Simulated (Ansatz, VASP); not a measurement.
## AgBr: VASP beside Ansatz

```
Ag Br
1.0
     0.00000    2.92023    2.92023
     2.92023    0.00000    2.92023
     2.92023    2.92023    0.00000
Ag Br
1 1
Direct
  0.00000 0.00000 0.00000
  0.50000 0.50000 0.50000
```

Alike in both runs: functional PBE; k mesh 8 × 8 × 8; occupations gaussian, width 0.02 eV; no spin polarisation.

Ansatz relaxed the structure, and its values are those at the end. VASP's run is a single point on that final structure, the one shown.

|  | VASP | Ansatz |
| --- | --- | --- |
| version | VASP 6.6.1 | Ansatz 0.2.0 |
| potentials or method | VASP PAW PBE potentials, release 64 (Ag, Br), cutoff 500 eV | scalar-relativistic, all-electron LAPW |

```csv
,VASP,Ansatz,Ansatz less VASP
gap on the k mesh at the Fermi level (eV),0.69,0.69,+0.002
least direct gap on the mesh (eV),2.44,2.44,+0.002
pressure (GPa),0.0,0.0,+0.03
```

Ansatz ran all-electron here, and VASP with PAW potentials.
